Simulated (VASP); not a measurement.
Input of a VASP 6.6.1 run:

Contents of POSCAR:

```
SiC
1.0
    0.0000000000      2.2609600000      2.1740000000
    2.2609600000      0.0000000000      2.1740000000
    2.2609600000      2.2609600000      0.0000000000
Si C
1 1
Direct
    0.0000000000      0.0000000000      0.0000000000
    0.7500000000      0.7500000000      0.7500000000
```

Contents of INCAR.step1:

```
ALGO = Normal
EDIFF = 1E-4
ENCUT = 520
GGA = PE
ISMEAR = 0
LASPH = T
LCHARG = F
LREAL = F
LWAVE = T
NBANDS = 11
NELM = 80
PREC = Accurate
SIGMA = 0.05
```

File INCAR.step2:

```
ALGO = Normal
EDIFF = 1E-7
ENCUT = 520
ISIF = 2
ISMEAR = 0
ISTART = 1
LASPH = T
LCHARG = F
LMIXTAU = T
LREAL = F
LWAVE = F
METAGGA = R2SCAN
NBANDS = 11
NELM = 80
PREC = Accurate
SIGMA = 0.05
```

KPOINTS

```
k-points
0
Gamma
  12 12 12
```

Potentials or basis: VASP PAW PBE potentials, release 64 (Si, C).

Launch:

```console
$ cat potpaw_PBE.64/Si/POTCAR potpaw_PBE.64/C/POTCAR > POTCAR
$ cp INCAR.step1 INCAR
$ mpirun -np 1 vasp_std > vasp.out
$ cp INCAR.step2 INCAR
$ mpirun -np 1 vasp_std > vasp.out
```

Predict the pressure.

-14.5 GPa.

What does it give for the band gap on the k mesh?

1.37 eV, indirect (least direct gap 4.91 eV).

Stress tensor (GPa, compression positive):
```
-17.86   0.00   0.00
  0.00 -17.86   0.00
  0.00   0.00  -7.88
```

Caveat: the cell differs from its parent crystal (strain +0.040 along x and y, +0.000 along z); the PAW data sets were made with another functional, which shifts forces and pressure a little. A k mesh can miss the band edges.
